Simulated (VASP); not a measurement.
A run of VASP 6.6.1:

The input INCAR:

```
PREC = Accurate
ENCUT = 520
EDIFF = 1E-6
ISMEAR = -1
SIGMA = 0.08
LREAL = F
LASPH = T
NELM = 80
ALGO = Normal
ISIF = 2
LWAVE = F
LCHARG = T
GGA = PE
LELF = T
LVHAR = T
NBANDS = 26
```

File KPOINTS:

```
Automatic mesh
0
Gamma
  10 10 6
```

The input POSCAR:

```
ZnSe
1.0
    3.0323516282      0.0000000000      0.0000000000
   -1.5161758141      2.6260935432      0.0000000000
    0.0000000000      0.0000000000      5.3931842542
Zn Se
2 2
Direct
    0.0000000000      0.0000000000      0.0000000000
    0.0000000000      0.0000000000      0.5000000000
    0.3333333333      0.6666666667      0.2500000000
    0.6666666667      0.3333333333      0.7500000000
```

Potentials or basis: VASP PAW PBE potentials, release 64 (Zn, Se).

The run is started by

```sh
$ cat potpaw_PBE.64/Zn/POTCAR potpaw_PBE.64/Se/POTCAR > POTCAR
$ mpirun -np 1 vasp_std > vasp.out
```

Hardware: 1 thread of AMD EPYC 7R13 (shared host).

**Question.** How long does it take, and how much memory?

**Answer.** It took 95 s on 1 thread of AMD EPYC 7R13 (shared host), peak memory 0.17 GiB. Counts: scf iterations 13, k points 56.
